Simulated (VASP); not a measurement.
Runs of VASP 6.6.1 on Al3GaN4. The structure is that of space group Pm (No. 6), or close to it. The cells are those of the table. 

```csv
cell,gap on the mesh (eV),pressure (GPa),largest force (eV/Å)
"a = 5.447, b = 3.380, c = 4.985 Å, 8 atoms",2.27,-7.6,2.13
"a = 5.245, b = 3.255, c = 4.985 Å, 8 atoms",3.02,(d),2.06
"a = 4.842, b = 3.005, c = 4.985 Å, 8 atoms",4.74,46.3,1.10
"a = 4.640, b = 2.880, c = 5.201 Å, 8 atoms",4.90,62.8,1.18
"a = 5.043, b = 3.130, c = 5.635 Å, 8 atoms",3.11,-7.1,0.38
"a = 4.640, b = 2.880, c = 5.635 Å, 8 atoms",3.91,35.6,2.29
"a = 5.245, b = 3.255, c = 5.201 Å, 8 atoms",2.94,-5.7,1.02
"a = 5.043, b = 3.130, c = 5.851 Å, 8 atoms",(b),(c),0.56
"a = 4.640, b = 2.880, c = 5.418 Å, 8 atoms",4.51,47.7,1.88
"a = 4.640, b = 2.880, c = 4.985 Å, 8 atoms",4.90,81.9,0.26
"a = 4.842, b = 3.005, c = 5.201 Å, 8 atoms",4.49,(a),0.10
```

Alike in all rows: task single point; level PBEsol; potentials or basis VASP PAW PBE potentials, release 64 (Al, Ga_d, N); no spin polarisation; k mesh 6 × 8 × 4; cutoff (eV) 520; smearing gaussian 0.05 eV.

Task: Estimate the missing entries.

Result: (a) 31.1; (b) 2.68; (c) -12.4; (d) 4.2.

Caveats: the PAW data sets were made with another functional, which shifts forces and pressure a little; the cell stands under pressure (at least some runs); the cell stands under tension (at least some runs).

A k mesh can miss the band edges, and the runs leave out spin-orbit coupling on Ga.
